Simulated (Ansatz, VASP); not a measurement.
Fe: VASP beside Ansatz

The input INCAR:

```
SYSTEM = Fe
PREC = Accurate ; ENCUT = 520
EDIFF = 1E-7 ; ISMEAR = -1
SIGMA = 0.05 ; LREAL = .FALSE.
LASPH = .TRUE. ; NELM = 150
ALGO = Normal ; ISIF = 2
LWAVE = .FALSE. ; LCHARG = .TRUE.
ISPIN = 2 ; MAGMOM = 3
LORBIT = 11 ; LMAXMIX = 4
GGA = PS ; LELF = .TRUE.
LVHAR = .TRUE. ; NBANDS = 14
```

The input KPOINTS:

```
Automatic mesh
0
G
  13 13 13
  0 0 0
```

File POSCAR:

```
Fe
1.0
    0.0000000000      1.9417396906      1.9258030591
    1.4984397099      0.0000000000      1.9258030591
    1.4984397099      1.9417396906      0.0000000000
Fe
1
Direct
    0.0000000000      0.0000000000      0.0000000000
```

Contents of input.yaml:

```yaml
crystal:
  lattice:
    - [0.0, 1.9417396906, 1.9258030591]
    - [1.4984397099, 0.0, 1.9258030591]
    - [1.4984397099, 1.9417396906, 0.0]
  atoms:
    - { symbol: Fe, position: [0.0, 0.0, 0.0], spin: 3.0 }
kpoints:
  mp_grid: { grid: [13, 13, 13] }
scf:
  occupations: { method: fermi_dirac, width: 0.05 }
hamiltonian:
  xc: pbesol
  pseudopotentials: { kind: all_electron, lapw: { basis_error: 0.001 } }
magnetization:
  spin_polarized: true
output:
  forces: true
  stress: true
  eigenvalues: true
```

Change from the starting cell: strain_z = -0.02.

Alike in both runs: task single point; functional PBEsol; k mesh 13 × 13 × 13; occupations fermi-dirac, width 0.05 eV; collinear spin.

|  | VASP | Ansatz |
| --- | --- | --- |
| version | VASP 6.6.1 | Ansatz 0.2.0 |
| potentials or method | VASP PAW PBE potentials, release 64 (Fe), cutoff 520 eV | all-electron LAPW, scalar-relativistic |

|  | VASP | Ansatz | Ansatz less VASP |
| --- | --- | --- | --- |
| gap on the k mesh at the Fermi level (eV) | none | none | - |
| pressure (GPa) | -6.5 | -6.8 | -0.31 |
| traceless stress, the component that is largest in VASP (GPa) | -6.18 | -6.44 | -0.252 |
| net moment per atom (μB) | 2.17 | 2.14 | -0.024 |
| size of the moment on the site where the two differ most (μB) | 2.15 | 2.19 | +0.033 |

VASP's potentials were made for PBE, not for PBEsol. Site moments also hang on the region over which each program counts them. A gap of «none» marks a metal or a gap that the smearing closes. Ansatz ran all-electron here, and VASP with PAW potentials.
